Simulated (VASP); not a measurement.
Input of a VASP 6.6.1 run:

Contents of INCAR:

```
ALGO     = Normal         # electronic algorithm
EDIFF    = 1E-6           # SCF threshold, eV
ENCUT    = 520            # plane-wave cutoff, eV
GGA      = PE             # functional
ISIF     = 2              # what is computed and relaxed
ISMEAR   = 0              # smearing method
IVDW     = 12             # dispersion correction
LASPH    = T              # aspherical terms in the spheres
LCHARG   = T              # write CHGCAR
LELF     = T              # ELF
LREAL    = F              # projectors in reciprocal space
LVHAR    = T            
LWAVE    = F              # write WAVECAR
NBANDS   = 28             # bands
NELM     = 60             # most SCF steps
PREC     = Accurate       # precision mode
SIGMA    = 0.03           # smearing width, eV
```

The input KPOINTS:

```
k-points
0
Gamma
  8 8 6
```

POSCAR

```
SnSe
1.0
    4.3627000000      0.0000000000      0.0000000000
    0.0000000000      4.3627000000      0.0000000000
    0.0000000000      0.0000000000      6.2577000000
Sn Se
2 2
Direct
    0.5000000000      0.0000000000      0.2500887432
    0.0000000000      0.5000000000      0.7499112568
    0.5000000000      0.0000000000      0.7499352227
    0.0000000000      0.5000000000      0.2500647773
```

Potentials or basis: VASP PAW PBE potentials, release 64 (Sn_d, Se).

Command:

```sh
$ cat potpaw_PBE.64/Sn_d/POTCAR potpaw_PBE.64/Se/POTCAR > POTCAR
$ mpirun -np 1 vasp_std > vasp.out
```

Q: Estimate the band gap on the k mesh.

A: 0.23 eV.

Q: Predict the dispersion energy per atom.

A: -0.327 eV.

Q: Estimate the pressure.

A: -3.3 GPa.

Stress tensor (GPa, compression positive):
```
-2.89  0.00  0.00
 0.00 -2.89  0.00
 0.00  0.00 -3.96
```

Caveat: the cell stands under tension; spin-orbit coupling is left out, which moves the levels of the heavy elements. A k mesh can miss the band edges.
